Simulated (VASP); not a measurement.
# Al36O (a cell with a defect) in VASP: single point with PBE

Aim: the single point of Al36O (a cell with a defect) with PBE.

All numbers are computed with VASP 6.6.1; they aren't measurements. Logs are shortened: lines on timing, memory, paths and dates and some standing lists are left out, and cuts for length are marked.

### Step 1. The cell of the first run

The cell holds a defect, 37 atoms: a = 8.568 Å, b = 8.568 Å, c = 11.424 Å, α = 60.00°, β = 60.00°, γ = 60.00°.

### Step 2. Single point, PBE

INCAR

```
PREC = Accurate
ENCUT = 520
EDIFF = 1E-6
ISMEAR = 1
SIGMA = 0.1
LREAL = Auto
LASPH = T
NELM = 100
ALGO = Normal
ISIF = 2
LWAVE = F
LCHARG = F
GGA = PE
NBANDS = 81
```

KPOINTS

```
Automatic mesh
0
Gamma
  2 2 2
```

POSCAR

```
Al36O
1.0
    0.0000000000      6.0583944000      6.0583944000
    6.0583944000      0.0000000000      6.0583944000
    8.0778592000      8.0778592000      0.0000000000
Al O
36 1
Direct
    0.0008974325      0.0050021504     -0.0080771400
   -0.0089857966      0.0091629063      0.2377770462
   -0.0129829778      0.0090890418      0.4983690481
    0.0036420541      0.0028182384      0.7410651575
    0.0005630205      0.3382460541     -0.0086790322
   -0.0020625102      0.3353021223      0.2420275535
   -0.0012432337      0.3372796264      0.4926820215
    0.0000443187      0.3359501488      0.7430601786
    0.0015171511      0.6694941320     -0.0079999538
   -0.0020919734      0.6702855133      0.2434680961
   -0.0101193478      0.6679931567      0.4964684207
   -0.0015221030      0.6658656128      0.7446740963
    0.3353151621      0.0015164909     -0.0028820136
    0.3434685599      0.0105450381      0.2313707077
    0.3379474601      0.0104593719      0.4985176023
    0.3349757157      0.0044670251      0.7448193700
    0.3373712349      0.3373737108     -0.0069861332
    0.3309926472      0.3340957796      0.2448018653
    0.3286969894      0.3460963189      0.4916591020
    0.3348013295      0.3285957250      0.7510117904
    0.3356768916      0.6685233302     -0.0066698365
    0.3379210505      0.6649760207      0.2361526678
    0.3499644229      0.6381072682      0.5111654459
    0.3349241344      0.6705039705      0.7448509996
    0.6713706193      0.0044186625     -0.0084710563
    0.6634749629      0.0032698432      0.2438295780
    0.6690780977      0.0068384455      0.4920996890
    0.6667882170      0.0024991770      0.7461548723
    0.6680819591      0.3356159843     -0.0068081157
    0.6631545810      0.3364927843      0.2424967992
    0.6694898404      0.3347389368      0.4932121743
    0.6689097362      0.3354888879      0.7428960881
    0.6713717747      0.6691467627     -0.0098964339
    0.6701911813      0.6664550429      0.2402497310
    0.6655349147      0.6719300084      0.4935428931
    0.6660824195      0.6680279844      0.7445639805
    0.2264098224      0.8652457489      0.4094942630
```

Potentials or basis: VASP PAW PBE potentials, release 64 (Al, O).

On the command line:

```bash
$ cat potpaw_PBE.64/Al/POTCAR potpaw_PBE.64/O/POTCAR > POTCAR
$ mpirun -np 1 vasp_std > vasp.out
```

OUTCAR:

```text
PREC = Accurate
   ENCUT = 520
   EDIFF = 1E-6
   ISMEAR = 1
   LREAL = Auto
   LASPH = T
   NELM = 100
   ISIF = 2
   GGA = PE

 ion  position               nearest neighbor table
   1  0.001  0.005  0.992-   2 2.78  25 2.83   8 2.84  29 2.84  16 2.84   5 2.85   4 2.86  10 2.87
                             9 2.87  21 2.88  13 2.88  26 2.88
   2  0.991  0.009  0.238-   1 2.78  26 2.80  30 2.81   5 2.82  27 2.83  10 2.84   6 2.85  13 2.85
                            11 2.94   3 2.96  22 2.96  14 2.99
   3  0.987  0.009  0.498-  37 1.84  31 2.76  27 2.77  28 2.79   4 2.82   7 2.83   6 2.86  12 2.88
                            11 2.92   2 2.96  15 3.01  14 3.05  23 3.15
   4  0.004  0.003  0.741-   3 2.82  15 2.82  24 2.84   8 2.85   7 2.85  25 2.85  28 2.86  32 2.86
                             9 2.86   1 2.86  16 2.87  12 2.89
   5  0.001  0.338  0.991-  20 2.81  12 2.81   2 2.82  33 2.83   6 2.84   9 2.85   8 2.85  29 2.85
                             1 2.85  13 2.88  30 2.88  17 2.89
   6  0.998  0.335  0.242-  34 2.82   5 2.84  31 2.84   2 2.85   9 2.86  30 2.86   3 2.86  18 2.86
                            14 2.87   7 2.88  17 2.88  10 2.88
   7  0.999  0.337  0.493-  11 2.82  31 2.83   3 2.83  18 2.84  32 2.84  10 2.85   4 2.85  15 2.86
                            19 2.86   8 2.86  35 2.86   6 2.88
   8  0.000  0.336  0.743-  12 2.83  11 2.83   1 2.84  32 2.84  19 2.84   5 2.85   4 2.85  29 2.85
                            36 2.85  16 2.86   7 2.86  20 2.88
   9  0.002  0.669  0.992-  34 2.84  24 2.84  33 2.84   5 2.85  25 2.85  12 2.85   6 2.86  10 2.86
[... 40 lines left out ...]
                            33 2.85  26 2.86  32 2.86  18 2.88
  30  0.663  0.336  0.242-  22 2.80   2 2.81  29 2.83  27 2.84  18 2.84  34 2.84  26 2.85  19 2.86
                             6 2.86  33 2.87   5 2.88  31 2.88
  31  0.669  0.335  0.493-  23 2.67   3 2.76  27 2.82   7 2.83   6 2.84  32 2.85  34 2.87  28 2.87
                            35 2.87  19 2.88  30 2.88  20 2.91
  32  0.669  0.335  0.743-  25 2.84   8 2.84   7 2.84  28 2.84  36 2.85  20 2.85  17 2.85  31 2.85
                            29 2.86   4 2.86  35 2.87  24 2.87
  33  0.671  0.669  0.990-  12 2.80  28 2.82   5 2.83  36 2.83  22 2.83   9 2.84  34 2.84  29 2.85
                            21 2.86  13 2.86  30 2.87  25 2.88
  34  0.670  0.666  0.240-   6 2.82   9 2.84  33 2.84  10 2.84  30 2.84  31 2.87  25 2.87  14 2.88
                            22 2.88  26 2.88  35 2.90  23 2.93
  35  0.666  0.672  0.494-  23 2.76  11 2.78  26 2.85  24 2.85  10 2.85  36 2.85  15 2.86   7 2.86
                            32 2.87  31 2.87  27 2.88  34 2.90
  36  0.666  0.668  0.745-  11 2.80  24 2.83  33 2.83  21 2.84  12 2.84  29 2.84  32 2.85   8 2.85
                            35 2.85  16 2.86  28 2.88  27 2.89
  37  0.226  0.865  0.409-  23 1.78  14 1.84   3 1.84  15 2.63

  LATTYP: Found a base centered monoclinic cell.
 ALAT       =    14.8399749405
 B/A-ratio  =     0.5773502692
 C/A-ratio  =     0.7698003589
 COS(beta)  =    -0.5773502692

  Lattice vectors:

 A1 = (   0.0000000000,  -6.0583944000,  -6.0583944000)
 A2 = (  -6.0583944000,   0.0000000000,  -6.0583944000)
 A3 = (   8.0778592000,   8.0778592000,   0.0000000000)

Analysis of symmetry for initial positions (statically):
=====================================================================
 Subroutine PRICEL returns:
 Original cell was already a primitive cell.

 Routine SETGRP: Setting up the symmetry group for a
 base centered monoclinic supercell.

 Subroutine GETGRP returns: Found  1 space group operations
 (whereof  1 operations were pure point group operations)
 out of a pool of  4 trial point group operations.

The static configuration has the point symmetry C_1 .

Analysis of symmetry for dynamics (positions and initial velocities):
=====================================================================
 Subroutine PRICEL returns:
 Original cell was already a primitive cell.

 Routine SETGRP: Setting up the symmetry group for a
 base centered monoclinic supercell.

 Subroutine GETGRP returns: Found  1 space group operations
 (whereof  1 operations were pure point group operations)
 out of a pool of  4 trial point group operations.

The dynamic configuration has the point symmetry C_1 .

 Subroutine INISYM returns: Found  1 space group operations
 (whereof  1 operations are pure point group operations),
 and found     1 'primitive' translations

----------------------------------------------------------------------------------------

                                     Primitive cell

  volume of cell :     592.9818

  direct lattice vectors                    reciprocal lattice vectors
     0.000000000  6.058394400  6.058394400    -0.082530117  0.082530117  0.082530117
     6.058394400  0.000000000  6.058394400     0.082530117 -0.082530117  0.082530117
     8.077859200  8.077859200  0.000000000     0.061897588  0.061897588 -0.061897588

  length of vectors
     8.567863527  8.567863527 11.423818036     0.142946356  0.142946356  0.107209767

  position of ions in fractional coordinates (direct lattice)
     0.000897432  0.005002150  0.991922860
     0.991014203  0.009162906  0.237777046
     0.987017022  0.009089042  0.498369048
     0.003642054  0.002818238  0.741065158
     0.000563021  0.338246054  0.991320968
     0.997937490  0.335302122  0.242027554
[... 29 lines left out ...]
     0.666082420  0.668027984  0.744563980
     0.226409822  0.865245749  0.409494263

  ion indices of the primitive-cell ions
   primitive index   ion index
                 1           1
                 2           2
                 3           3
                 4           4
                 5           5
                 6           6
[... 29 lines left out ...]
                36          36
                37          37

----------------------------------------------------------------------------------------

 KPOINTS: Automatic mesh

Automatic generation of k-mesh.
 Grid dimensions read from file:
 generate k-points for:    2    2    2

 Generating k-lattice:

  Cartesian coordinates                     Fractional coordinates (reciprocal lattice)
    -0.041265059  0.041265059  0.041265059     0.500000000  0.000000000  0.000000000
     0.041265059 -0.041265059  0.041265059     0.000000000  0.500000000  0.000000000
     0.030948794  0.030948794 -0.030948794     0.000000000  0.000000000  0.500000000

  Length of vectors
     0.071473178  0.071473178  0.053604884

  Shift w.r.t. Gamma in fractional coordinates (k-lattice)
     0.000000000  0.000000000  0.000000000

 Subroutine IBZKPT returns following result:
 ===========================================

 Found      8 irreducible k-points:

 Following reciprocal coordinates:
            Coordinates               Weight
  0.000000  0.000000  0.000000      1.000000
  0.500000  0.000000  0.000000      1.000000
  0.000000  0.500000  0.000000      1.000000
  0.500000  0.500000  0.000000      1.000000
  0.000000  0.000000  0.500000      1.000000
  0.500000  0.000000  0.500000      1.000000
  0.000000  0.500000  0.500000      1.000000
  0.500000  0.500000  0.500000      1.000000
   k-points           NKPTS =      8   k-points in BZ     NKDIM =      8   number of bands    NBANDS=     81
   number of dos      NEDOS =    301   number of ions     NIONS =     37
   total plane-waves  NPLWV = 368640
   dimension x,y,z NGX =    64 NGY =   64 NGZ =   90
   dimension x,y,z NGXF=   128 NGYF=  128 NGZF=  180
   ions per type =              36   1
   NGX,Y,Z   is equivalent  to a cutoff of  12.42, 12.42, 13.10 a.u.
   NGXF,Y,Z  is equivalent  to a cutoff of  24.84, 24.84, 26.19 a.u.
 SYSTEM =  unknown system
   PREC   = accura    normal or accurate (medium, high low for compatibility)
   ISTART =      0    job   : 0-new  1-cont  2-samecut
   ICHARG =      2    charge: 1-file 2-atom 10-const
   ISPIN  =      1    spin polarized calculation?
   LNONCOLLINEAR =      F non collinear calculations
   LSORBIT =      F    spin-orbit coupling
   LASPH  =      T    aspherical Exc in radial PAW
   ENCUT  =  520.0 eV  38.22 Ry    6.18 a.u.  15.93 15.93 21.24*2*pi/ulx,y,z
   NELM   =    100;   NELMIN=  2; NELMDL= -5     # of ELM steps
   EDIFF  = 0.1E-05   stopping-criterion for ELM
   LREAL  =      T    real-space projection
   EDIFFG = 0.1E-04   stopping-criterion for IOM
   NSW    =      0    number of steps for IOM
   IBRION =     -1    ionic relax: 0-MD 1-quasi-New 2-CG
   NFREE  =      0    steps in history (QN), initial steepest desc. (CG)
   ISIF   =      2    stress and relaxation
   ISYM   =      2    0-nonsym 1-usesym 2-fastsym
   POTIM  = 0.5000    time-step for ionic-motion
   TEBEG  =    0.0;   TEEND  =   0.0 temperature during run
   PSTRESS=    0.0 pullay stress
   NELECT =     114.0000    total number of electrons
   NUPDOWN=      -1.0000    fix difference up-down
   EMIN   =  10.00;   EMAX   =-10.00  energy-range for DOS
   EFERMI =   0.00;   METHOD = LEGACY
   ISMEAR =     1;   SIGMA  =   0.10  broadening in eV -4-tet -1-fermi 0-gaus
   EFERMI_NEDOS =   21; number of points for ismear=-14 and -15
   IALGO  =     38    algorithm
   IMIX   =      4    mixing-type and parameters
     AMIX     =   0.40;   BMIX     =  1.00
     AMIX_MAG =   1.60;   BMIX_MAG =  1.00
  volume/ion in A,a.u.               =      16.03       108.15
  Fermi-wavevector in a.u.,A,eV,Ry     =   0.944850  1.785507 12.146474  0.892741
  Thomas-Fermi vector in A             =   2.072694
   LORBIT       =      0    0 simple, 1 ext, 2 COOP (PROOUT), +10 PAW based schemes
   GGA     = PE    functional components
   LHFCALC =     F    Hartree Fock is set to
   AEXX    =    0.0000 exact exchange contribution
   IVDW    =     0    specifies the selected vdW correction
   LEPSILON=     F    determine dielectric tensor
   LRPA    =     F    only Hartree local field effects (RPA)
 non-spin polarized calculation
 Methfessel and Paxton  Order N= 1 SIGMA  =   0.10
  energy-cutoff  :      520.00
  volume of cell :      592.98
 maximum number of plane-waves:     15989
 NGX is ok and might be reduce to    64
   NGX = 31   NGY = 31   NGZ = 43

 number of electron     114.0000002 magnetization

 Free energy of the ion-electron system (eV)
  ---------------------------------------------------
  ext. energy  EPLUGINS =         0.00000000
  ---------------------------------------------------
  free energy    TOTEN  =      -143.93097998 eV

  energy without entropy =     -143.93365070  energy(sigma->0) =     -143.93187022

 E-fermi :   8.2096     XC(G=0): -10.2588

 val. band max:        8.1422285944   @ k =   0.5000   0.5000   0.5000
 cond. band min:       8.2270397050   @ k =   0.0000   0.0000   0.5000
 fundamental gap:      0.0848111106
 Fermi energy:         8.2096088870

 k-point     1 :       0.0000    0.0000    0.0000
  band No.  band energies     occupation
      1     -12.6894      2.00000
      2      -2.9650      2.00000
      3      -1.5343      2.00000
      4      -1.2492      2.00000
      5      -0.7752      2.00000
      6      -0.5637      2.00000
[... 565 lines left out ...]
     68       9.8221     -0.00000
     69       9.9835     -0.00000
 [bands above 69 left out]

------------------------ aborting loop because EDIFF is reached ----------------------------------------

  FORCE on cell =-STRESS in cart. coord.  units (eV):
  Direction    XX          YY          ZZ          XY          YZ          ZX
  --------------------------------------------------------------------------------------
  -------------------------------------------------------------------------------------
  Total        5.4310063      6.1057516      6.9835508      4.5852558     -0.0389765      0.1504091
  in kB       14.6740344     16.4971285     18.8688538     12.3889013     -0.1053106      0.4063902
  external PRESSURE =      16.6800056 kB  Pullay stress =       0.0000000 kB

 VOLUME and BASIS-vectors are now :
 -----------------------------------------------------------------------------
  energy-cutoff  :      520.00
  volume of cell :      592.98
      direct lattice vectors                 reciprocal lattice vectors
     0.000000000  6.058394400  6.058394400    -0.082530117  0.082530117  0.082530117
     6.058394400  0.000000000  6.058394400     0.082530117 -0.082530117  0.082530117
     8.077859200  8.077859200  0.000000000     0.061897588  0.061897588 -0.061897588

 POSITION                                       TOTAL-FORCE (eV/Angst)
 -----------------------------------------------------------------------------------
      8.04292      8.01805      0.03574         0.000556      0.000994     -0.017542
      1.97624      7.92468      6.05947        -0.036351      0.017921     -0.035461
      4.08082     10.00549      6.03480        -0.030007      0.022799     -0.045291
      6.00329      6.00829      0.03914        -0.014277     -0.019245     -0.022111
     10.05698      8.01116      2.05264         0.004159     -0.012691     -0.015894
      3.98646      8.00096      8.07729        -0.031302     -0.009694     -0.001398
[... 29 lines left out ...]
     10.06166     10.04987      8.08257        -0.012116     -0.010423     -0.011773
      8.54984      4.67952      6.61368         0.702350     -0.181940      0.674993
 -----------------------------------------------------------------------------------
    total drift:                                0.002942     -0.004462      0.008234

  FREE ENERGIE OF THE ION-ELECTRON SYSTEM (eV)
  ---------------------------------------------------
  free  energy   TOTEN  =      -143.9309799762 eV

  energy  without entropy=     -143.9336507039  energy(sigma->0) =     -143.93187022
```

Wall time 10 min (1 thread of Intel Xeon 6975P-C (Granite Rapids), shared host); peak memory 0.82 GiB.

What came out:

```
Free energy            : -143.9310 eV
Pressure               : 1.7 GPa
Largest force          : 0.991 eV/Å
Band gap on the k mesh : zero (bands 57 and 58 overlap by 0.79 eV)
```

Forces on the atoms (eV/Å):
```
Al   0.001  0.001 -0.018
Al  -0.036  0.018 -0.035
Al  -0.030  0.023 -0.045
Al  -0.014 -0.019 -0.022
Al   0.004 -0.013 -0.016
Al  -0.031 -0.010 -0.001
Al  -0.032  0.019 -0.020
Al  -0.004  0.002 -0.049
Al  -0.006 -0.012 -0.007
Al  -0.015  0.037 -0.017
Al  -0.059  0.092 -0.005
Al   0.004  0.001 -0.041
Al   0.000 -0.001 -0.031
Al  -0.045 -0.018  0.008
Al  -0.013  0.023  0.012
Al  -0.007 -0.017 -0.022
Al  -0.006 -0.035  0.005
Al  -0.039 -0.013 -0.016
Al  -0.060  0.016 -0.012
Al  -0.005 -0.010 -0.033
Al   0.010  0.001  0.003
Al   0.057  0.054 -0.089
Al  -0.100  0.075 -0.069
Al  -0.015 -0.031 -0.006
Al  -0.006 -0.013 -0.010
Al  -0.030  0.002 -0.022
Al  -0.045  0.033  0.003
Al  -0.001 -0.008 -0.020
Al  -0.004 -0.018 -0.020
Al  -0.036 -0.009 -0.009
Al  -0.045  0.028  0.007
Al  -0.014 -0.021 -0.015
Al   0.013 -0.013 -0.032
Al  -0.051  0.006 -0.019
Al  -0.027  0.021  0.001
Al  -0.012 -0.010 -0.012
O    0.702 -0.182  0.675
```

Stress tensor (GPa, compression positive):
```
 1.47  1.24  0.04
 1.24  1.65 -0.01
 0.04 -0.01  1.89
```

Levels at points of the mesh, in eV from the Fermi level:
| k point | band 52 | band 53 | band 54 | band 55 | band 56 | band 57 | band 58 | band 59 | band 60 | band 61 |
| --- | --- | --- | --- | --- | --- | --- | --- | --- | --- | --- |
| (0.00, 0.00, 0.00) | -0.95 | -0.94 | -0.86 | -0.60 | -0.56 | -0.15 | 0.24 | 0.29 | 0.34 | 0.36 |
| (0.50, 0.00, 0.00) | -0.81 | -0.76 | -0.68 | -0.52 | -0.45 | -0.08 | 0.02 | 0.52 | 0.65 | 0.68 |
| (0.00, 0.50, 0.00) | -0.80 | -0.76 | -0.65 | -0.53 | -0.39 | -0.08 | 0.02 | 0.54 | 0.62 | 0.66 |
| (0.50, 0.50, 0.00) | -0.86 | -0.83 | -0.69 | -0.41 | -0.21 | 0.14 | 0.21 | 0.40 | 0.59 | 0.60 |
| (0.00, 0.00, 0.50) | -1.17 | -0.97 | -0.87 | -0.77 | -0.67 | -0.65 | -0.45 | -0.37 | -0.21 | 0.02 |
| (0.50, 0.00, 0.50) | -1.14 | -1.02 | -0.78 | -0.32 | -0.14 | 0.34 | 0.42 | 0.44 | 0.78 | 0.91 |
| (0.00, 0.50, 0.50) | -1.16 | -1.01 | -0.77 | -0.33 | -0.13 | 0.35 | 0.40 | 0.48 | 0.77 | 0.93 |
| (0.50, 0.50, 0.50) | -0.89 | -0.70 | -0.53 | -0.12 | -0.07 | 0.31 | 0.44 | 0.59 | 0.71 | 0.77 |

Caveat: the k points lie up to 0.45 Å⁻¹ apart, too coarse for converged energies and pressures of a metal.
